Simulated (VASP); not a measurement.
Wanted: the native input for a VASP 6.6.1 run.

```yaml
Task: single point
Functional: LDA
Potentials_or_basis: VASP PAW LDA potentials, release 64 (Sn_d, O)
Cutoff: 520 eV
k_mesh: 10 × 10 × 10
Occupations: gaussian, width 0.05 eV
Spin: no spin polarisation
Dipole_correction: no
Further_INCAR_settings: ALGO = Normal; EDIFF = 1e-06; NBANDS = 35
```

The structure of SnO2 lies in POSCAR:

```
SnO2
1.0
   -2.0655575580      2.0655575580      4.6829543671
    2.0655575580     -2.0655575580      4.6829543671
    2.0655575580      2.0655575580     -4.6829543671
Sn O
2 4
Direct
    0.7500000000      0.2500000000      0.5000000000
    0.0000000000      0.0000000000      0.0000000000
    0.7969975834      0.7969975834      0.0000000000
    0.9530024166      0.4530024166      0.5000000000
    0.2030024166      0.2030024166      0.0000000000
    0.5469975834      0.0469975834      0.5000000000
```

This cell differs from its parent crystal: strain +0.040 along x and y, -0.080 along z.

These files were run (other wordings do the same):

INCAR

```
PREC     = Accurate       # precision mode
ENCUT    = 520            # plane-wave cutoff, eV
EDIFF    = 1E-6           # SCF threshold, eV
ISMEAR   = 0              # smearing method
SIGMA    = 0.05           # smearing width, eV
LREAL    = False          # projectors in reciprocal space
LASPH    = True           # aspherical terms in the spheres
NELM     = 60             # most SCF steps
ALGO     = Normal         # electronic algorithm
ISIF     = 2              # what is computed and relaxed
LWAVE    = False          # write WAVECAR
LCHARG   = False          # write CHGCAR
GGA      = CA             # functional
NBANDS   = 35             # bands
```

KPOINTS

```
Automatic mesh
0
Gamma
  10 10 10
```

Potentials or basis: VASP PAW LDA potentials, release 64 (Sn_d, O).

Launch:

```bash
$ cat potpaw_LDA.64/Sn_d/POTCAR potpaw_LDA.64/O/POTCAR > POTCAR
$ mpirun -np 1 vasp_std > vasp.out
```

It gave:

- Pressure: 10.3 GPa
- Largest force: 2.328 eV/Å
- Band gap on the k mesh: 2.38 eV (least direct gap 2.89 eV)

Caveat: the cell differs from its parent crystal (strain +0.040 along x and y, -0.080 along z); the cell stands under pressure; spin-orbit coupling is left out, which moves the levels of the heavy elements; forces of over 1 eV/Å act on the atoms, so gaps and moduli don't describe the material at rest.

Run time: 4.9 min on 1 thread of AMD EPYC 9R45 96-Core Processor (Zen 5), with other jobs on the host, peak memory 0.33 GiB.
